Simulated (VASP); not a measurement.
# BaTiO3 (Amm2) in VASP: further runs

BaTiO3 is run at these levels: PBE+U; tasks: single point.

Program: VASP 6.6.1. These are calculated values, not measurements. Logs are shortened: lines on timing, memory, paths and dates and some standing lists are left out, and cuts for length are marked.

## (1) The cell of the first run

The structure is orthorhombic, space group Amm2 (No. 38). The conventional cell has a = 4.008 Å, b = 5.747 Å, c = 5.772 Å, α = 90.00°, β = 90.00°, γ = 90.00°. Ba (site symmetry mm2) has 12 O at 2.57 to 3.21 Å within 3.4 Å. Ti (site symmetry mm2) has 6 O at 1.89 to 2.19 Å within 2.5 Å. Within 2.7 Å of O (site symmetry mm2) lie 2 Ti at 2.04 Å and 1 Ba at 2.57 Å. Within 2.5 Å of O (site symmetry m) lie 2 Ti at 1.89 to 2.19 Å.

## (2) Single point, PBE+U (atom 3 (O) moved by (+0.000, -0.225) A along y and z)

File INCAR:

```
PREC     = Accurate       # precision mode
ENCUT    = 520            # plane-wave cutoff, eV
EDIFF    = 1E-7           # SCF threshold, eV
ISMEAR   = 0              # smearing method
SIGMA    = 0.05           # smearing width, eV
LREAL    = F              # projectors in reciprocal space
LASPH    = T              # aspherical terms in the spheres
NELM     = 150            # most SCF steps
ALGO     = Normal         # electronic algorithm
ISIF     = 2              # what is computed and relaxed
LWAVE    = F              # write WAVECAR
LCHARG   = F              # write CHGCAR
LMAXMIX  = 4              # l up to which the mixer works
LDAU     = T              # DFT+U
LDAUTYPE = 2            
LDAUL    = -1 2 -1        # shell
LDAUU    = 0 4 0          # U, eV
LDAUJ    = 0 0 0        
LDAUPRINT= 1            
GGA      = PE             # functional
NBANDS   = 28             # bands
```

File KPOINTS:

```
regular mesh
0
Gamma
  6 6 6
```

File POSCAR:

```
BaTiO3
1.0
    4.0082194129      0.0000000000      0.0000000000
    0.0000000000      2.8732814832      2.8859184405
    0.0000000000     -2.8732814832      2.8859184405
Ba Ti O
1 1 3
Direct
    0.0000000000      0.0080771898      0.0080771898
    0.5000000000      0.5197092923      0.5197092923
    0.0000000000      0.4526444357      0.4526444357
    0.5000000000      0.4938075436      0.9829991481
    0.5000000000      0.9829991481      0.4938075436
```

Potentials or basis: VASP PAW PBE potentials, release 64 (Ba_sv, Ti_sv, O).

Run with:

```
cat potpaw_PBE.64/Ba_sv/POTCAR potpaw_PBE.64/Ti_sv/POTCAR potpaw_PBE.64/O/POTCAR > POTCAR
mpirun -np 1 vasp_std > vasp.out
```

OUTCAR:

```text
PREC = Accurate
   ENCUT = 520
   EDIFF = 1E-7
   ISMEAR = 0
   LREAL = F
   LASPH = T
   NELM = 150
   ISIF = 2
   GGA = PE

 ion  position               nearest neighbor table
   1  0.000  0.008  0.008-   3 2.57   4 2.82   5 2.82   4 2.82   5 2.82   3 2.89   3 2.89   5 2.90
                             4 2.90   5 2.90   4 2.90   3 3.21   2 3.46   2 3.46   2 3.50   2 3.50
   2  0.500  0.520  0.520-   4 1.89   5 1.89   3 2.04   3 2.04   5 2.19   4 2.19   1 3.46   1 3.46
                             1 3.50   1 3.50   1 3.50   1 3.50   1 3.57   1 3.57
   3  0.000  0.453  0.453-   2 2.04   2 2.04   1 2.57   1 2.89   1 2.89   1 3.21
   4  0.500  0.494  0.983-   2 1.89   2 2.19   1 2.82   1 2.82   1 2.90   1 2.90
   5  0.500  0.983  0.494-   2 1.89   2 2.19   1 2.82   1 2.82   1 2.90   1 2.90

  LATTYP: Found a base centered orthorhombic cell.
 ALAT       =     5.7465629664
 B/A-ratio  =     1.0043980923
 C/A-ratio  =     0.6974985633

  Lattice vectors:

 A1 = (   0.0000000000,   2.8732814832,  -2.8859184405)
 A2 = (   0.0000000000,   2.8732814832,   2.8859184405)
 A3 = (   4.0082194129,   0.0000000000,   0.0000000000)

Analysis of symmetry for initial positions (statically):
=====================================================================
 Subroutine PRICEL returns:
 Original cell was already a primitive cell.

 Routine SETGRP: Setting up the symmetry group for a
 base centered orthorhombic supercell.

 Subroutine GETGRP returns: Found  4 space group operations
 (whereof  4 operations were pure point group operations)
 out of a pool of  8 trial point group operations.

The static configuration has the point symmetry C_2v.

Analysis of symmetry for dynamics (positions and initial velocities):
=====================================================================
 Subroutine PRICEL returns:
 Original cell was already a primitive cell.

 Routine SETGRP: Setting up the symmetry group for a
 base centered orthorhombic supercell.

 Subroutine GETGRP returns: Found  4 space group operations
 (whereof  4 operations were pure point group operations)
 out of a pool of  8 trial point group operations.

The dynamic configuration has the point symmetry C_2v.

[... 151 lines left out ...]
spin component  1

  0.1092  0.0000  0.0000  0.0000  0.0000
  0.0000  0.2436  0.0000  0.0000  0.0000
  0.0000  0.0000  0.1343  0.0000 -0.0441
  0.0000  0.0000  0.0000  0.1117  0.0000
  0.0000  0.0000 -0.0441  0.0000  0.2047

spin component  2

  0.1092  0.0000  0.0000  0.0000  0.0000
  0.0000  0.2436  0.0000  0.0000  0.0000
  0.0000  0.0000  0.1343  0.0000 -0.0441
  0.0000  0.0000  0.0000  0.1117  0.0000
  0.0000  0.0000 -0.0441  0.0000  0.2047

 occupancies and eigenvectors

  o =  0.1092  v =  1.0000  0.0000  0.0000  0.0000  0.0000  0.0000  0.0000  0.0000  0.0000  0.0000      0.0000  0.0000  0.0000  0.0000  0.0000  0.0000  0.0000  0.0000  0.0000  0.0000
  o =  0.1092  v =  0.0000  0.0000  0.0000  0.0000  0.0000  1.0000  0.0000  0.0000  0.0000  0.0000      0.0000  0.0000  0.0000  0.0000  0.0000  0.0000  0.0000  0.0000  0.0000  0.0000
  o =  0.1117  v =  0.0000  0.0000 -0.0000  1.0000 -0.0000  0.0000  0.0000  0.0000  0.0000  0.0000      0.0000  0.0000  0.0000  0.0000  0.0000  0.0000  0.0000  0.0000  0.0000  0.0000
  o =  0.1117  v =  0.0000  0.0000  0.0000  0.0000  0.0000  0.0000  0.0000 -0.0000  1.0000 -0.0000      0.0000  0.0000  0.0000  0.0000  0.0000  0.0000  0.0000  0.0000  0.0000  0.0000
  o =  0.1131  v =  0.0000  0.0000  0.0000  0.0000  0.0000  0.0000  0.0000 -0.9011 -0.0000 -0.4335      0.0000  0.0000  0.0000  0.0000  0.0000  0.0000  0.0000  0.0000  0.0000  0.0000
  o =  0.1131  v =  0.0000  0.0000 -0.9011 -0.0000 -0.4335  0.0000  0.0000  0.0000  0.0000  0.0000      0.0000  0.0000  0.0000  0.0000  0.0000  0.0000  0.0000  0.0000  0.0000  0.0000
  o =  0.2259  v =  0.0000  0.0000  0.0000  0.0000  0.0000  0.0000  0.0000 -0.4335  0.0000  0.9011      0.0000  0.0000  0.0000  0.0000  0.0000  0.0000  0.0000  0.0000  0.0000  0.0000
  o =  0.2259  v =  0.0000  0.0000 -0.4335  0.0000  0.9011  0.0000  0.0000  0.0000  0.0000  0.0000      0.0000  0.0000  0.0000  0.0000  0.0000  0.0000  0.0000  0.0000  0.0000  0.0000
  o =  0.2436  v =  0.0000  0.0000  0.0000  0.0000  0.0000  0.0000  1.0000  0.0000  0.0000  0.0000      0.0000  0.0000  0.0000  0.0000  0.0000  0.0000  0.0000  0.0000  0.0000  0.0000
  o =  0.2436  v =  0.0000  1.0000  0.0000  0.0000  0.0000  0.0000  0.0000  0.0000  0.0000  0.0000      0.0000  0.0000  0.0000  0.0000  0.0000  0.0000  0.0000  0.0000  0.0000  0.0000

 number of electron      39.9999987 magnetization

 Free energy of the ion-electron system (eV)
  ---------------------------------------------------
  ext. energy  EPLUGINS =         0.00000000
  ---------------------------------------------------
  free energy    TOTEN  =       -37.15221850 eV

  energy without entropy =      -37.15221850  energy(sigma->0) =      -37.15221850

 E-fermi :   3.9128     XC(G=0): -11.0642

 val. band max:        3.7099935023   @ k =   0.5000   0.5000   0.5000
 cond. band min:       6.1633710119   @ k =   0.0000   0.0000   0.0000
 fundamental gap:      2.4533775096
 Fermi energy:         3.9128219615

 k-point     1 :       0.0000    0.0000    0.0000
  band No.  band energies     occupation
      1     -53.9792      2.00000
      2     -30.1677      2.00000
      3     -30.1629      2.00000
      4     -30.1230      2.00000
      5     -21.1872      2.00000
      6     -13.1862      2.00000
[... 733 lines left out ...]
     27      11.6840      0.00000
     28      12.1024      0.00000

 [... further k-points ...]
[... 5 lines left out ...]
  --------------------------------------------------------------------------------------
  -------------------------------------------------------------------------------------
  Total        0.6878248      1.5146366      2.1883256      0.0000000      0.0000000      0.0000000
  in kB       16.5784808     36.5069299     52.7446991      0.0000000      0.0000000      0.0000000
  external PRESSURE =      35.2767033 kB  Pullay stress =       0.0000000 kB

 VOLUME and BASIS-vectors are now :
 -----------------------------------------------------------------------------
  energy-cutoff  :      520.00
  volume of cell :       66.47
      direct lattice vectors                 reciprocal lattice vectors
     4.008219413  0.000000000  0.000000000     0.249487340  0.000000000  0.000000000
     0.000000000  2.873281483  2.885918440     0.000000000  0.174017061  0.173255070
     0.000000000 -2.873281483  2.885918440     0.000000000 -0.174017061  0.173255070

 POSITION                                       TOTAL-FORCE (eV/Angst)
 -----------------------------------------------------------------------------------
      0.00000      0.00000      0.04662         0.000000     -0.000000     -0.378328
      2.00411      0.00000      2.99968         0.000000     -0.000000     -0.954045
      0.00000      0.00000      2.61259         0.000000     -0.000000      1.458339
      2.00411     -1.40559      4.26194         0.000000      0.192709     -0.062983
      2.00411      1.40559      4.26194         0.000000     -0.192709     -0.062983
 -----------------------------------------------------------------------------------
    total drift:                                0.000000     -0.000000     -0.000339

  FREE ENERGIE OF THE ION-ELECTRON SYSTEM (eV)
  ---------------------------------------------------
  free  energy   TOTEN  =       -37.1522185034 eV

  energy  without entropy=      -37.1522185034  energy(sigma->0) =      -37.15221850
```

It took 3.9 min on 1 thread of AMD EPYC 7R13, shared host; peak memory 0.21 GiB.

Results:

```
Free energy            : -37.1522 eV
Pressure               : 3.5 GPa
Largest force          : 1.458 eV/Å
Band gap on the k mesh : 2.45 eV, indirect (least direct gap 2.94 eV)
```

Forces in eV/Å, atoms in the order of the input:
```
Ba   0.000  0.000 -0.378
Ti   0.000  0.000 -0.954
O    0.000  0.000  1.458
O    0.000  0.193 -0.063
O    0.000 -0.193 -0.063
```

Eigenvalues of the final occupation matrices:
| site | spin | trace | eigenvalues |
| --- | --- | --- | --- |
| site 2 d | 1 | 0.80 | 0.11 0.11 0.11 0.23 0.24 |
| site 2 d | 2 | 0.80 | 0.11 0.11 0.11 0.23 0.24 |

Caveat: the cell differs from its parent crystal (atom 3 (O) moved by (+0.000, -0.225) A along y and z); spin-orbit coupling is left out, which moves the levels of the heavy elements; forces of over 1 eV/Å act on the atoms, so gaps and moduli don't describe the material at rest.

## (3) Single point, PBE+U (atom 3 (O) moved by (+0.000, +0.225) A along y and z)

Changes to INCAR since step 2:

```diff
@@ -2,3 +2,3 @@
 ENCUT    = 520            # plane-wave cutoff, eV
-EDIFF    = 1E-7           # SCF threshold, eV
+EDIFF    = 1E-6           # SCF threshold, eV
 ISMEAR   = 0              # smearing method
```

File KPOINTS:

```
Automatic mesh
0
Gamma
  6 6 6
```

Changes to POSCAR since step 2:

```diff
@@ -10,3 +10,3 @@
     0.5000000000      0.5197092923      0.5197092923
-    0.0000000000      0.4526444357      0.4526444357
+    0.0000000000      0.5306092169      0.5306092169
     0.5000000000      0.4938075436      0.9829991481
```

Potentials or basis: VASP PAW PBE potentials, release 64 (Ba_sv, Ti_sv, O).

Run with:

```
cat potpaw_PBE.64/Ba_sv/POTCAR potpaw_PBE.64/Ti_sv/POTCAR potpaw_PBE.64/O/POTCAR > POTCAR
mpirun -np 1 vasp_std > vasp.out
```

Run time: 3.4 min. Hardware: 1 thread of AMD EPYC 7R13, shared host; peak memory 0.21 GiB.

Results (log left out):

| Item | Value |
| --- | --- |
| Free energy | -37.1784 eV |
| Pressure | 4.0 GPa |
| Largest force | 1.153 eV/Å |
| Band gap on the k mesh | 2.29 eV, indirect (least direct gap 2.54 eV) |

Forces on the atoms (eV/Å):
```
Ba   0.000  0.000  0.067
Ti   0.000  0.000 -0.285
O    0.000  0.000 -1.153
O    0.000 -0.828  0.685
O    0.000  0.828  0.685
```

Stress tensor (GPa, compression positive):
```
4.78 0.00 0.00
0.00 4.20 0.00
0.00 0.00 2.94
```

Levels at points of the mesh, in eV from the valence-band top:
| k point | band 18 | band 19 | band 20 | band 21 | band 22 | band 23 |
| --- | --- | --- | --- | --- | --- | --- |
| (0.00, 0.00, 0.00) | -0.62 | -0.48 | -0.25 | 2.29 | 2.42 | 2.62 |
| (0.50, 0.00, 0.00) | -1.29 | -1.19 | -1.10 | 2.72 | 3.87 | 3.88 |
| (0.00, 0.50, 0.00) | -1.70 | -0.85 | -0.78 | 2.47 | 3.83 | 3.84 |
| (0.50, 0.50, 0.00) | -1.01 | -0.92 | -0.10 | 3.90 | 3.95 | 4.32 |
| (0.00, 0.50, 0.50) | -0.99 | -0.96 | -0.28 | 3.81 | 3.90 | 4.19 |
| (0.50, 0.50, 0.50) | -0.20 | -0.08 | 0.00 | 4.43 | 4.48 | 4.56 |

Eigenvalues of the final occupation matrices:
| site | spin | trace | eigenvalues |
| --- | --- | --- | --- |
| site 2 d | 1 | 0.81 | 0.10 0.11 0.11 0.24 0.24 |
| site 2 d | 2 | 0.81 | 0.10 0.11 0.11 0.24 0.24 |

Caveat: the cell differs from its parent crystal (atom 3 (O) moved by (+0.000, +0.225) A along y and z); spin-orbit coupling is left out, which moves the levels of the heavy elements; forces of over 1 eV/Å act on the atoms, so gaps and moduli don't describe the material at rest. A k mesh can miss the band edges.
